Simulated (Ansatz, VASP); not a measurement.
# HfO2: VASP beside Ansatz

```
Hf O
1.0
     5.08032    0.00000    0.00000
     0.00000    5.16487    0.00000
     0.00000    0.00000    4.89088
Hf O
4 8
Direct
  0.22259 0.78180 0.27207
  0.72259 0.71820 0.72793
  0.77741 0.21820 0.27207
  0.27741 0.28180 0.72793
  0.18682 0.16365 0.10453
  0.68682 0.33635 0.89547
  0.81318 0.83635 0.10453
  0.31318 0.66365 0.89547
  0.00000 0.50000 0.48905
  0.50000 0.00000 0.51095
  0.00000 0.00000 0.57562
  0.50000 0.50000 0.42438
```

Alike in both runs: functional PBEsol; k mesh 5 × 5 × 6; occupations fermi-dirac, width 0.05 eV; no spin polarisation; Hubbard terms Hf d U = 3.5 eV.

|  | VASP | Ansatz |
| --- | --- | --- |
| version | VASP 6.6.1 | Ansatz 0.2.0 |
| potentials or method | VASP PAW PBE potentials, release 64 (Hf_pv, O) | Ansatz PAW |
| plane-wave cutoff (eV) | 520 | 420 |
| valence electrons in the cell | 88 | 152 |
| task | single point | band structure |

```tsv
	VASP	Ansatz	Ansatz less VASP
gap on the k mesh at the Fermi level (eV)	4.15	4.22	+0.069
least direct gap on the mesh (eV)	4.25	4.34	+0.083
pressure (GPa)	9.8	6.9	-2.89
traceless stress, the component that is largest in VASP (GPa)	2.22	1.25	-0.961
rms of the force components (eV/Å)	0.206	0.123	-0.0822
```

VASP's potentials were made for PBE, not for PBEsol. The programs project onto different local orbitals, so the same U acts differently, and such runs can settle in different states. Atom by atom the forces differ by 0.089 eV/Å (rms over components). VASP's potentials hold 88 valence electrons a cell and Ansatz's 152, so a difference there can come from the potentials and not from the codes.

Spin-orbit coupling is off throughout.
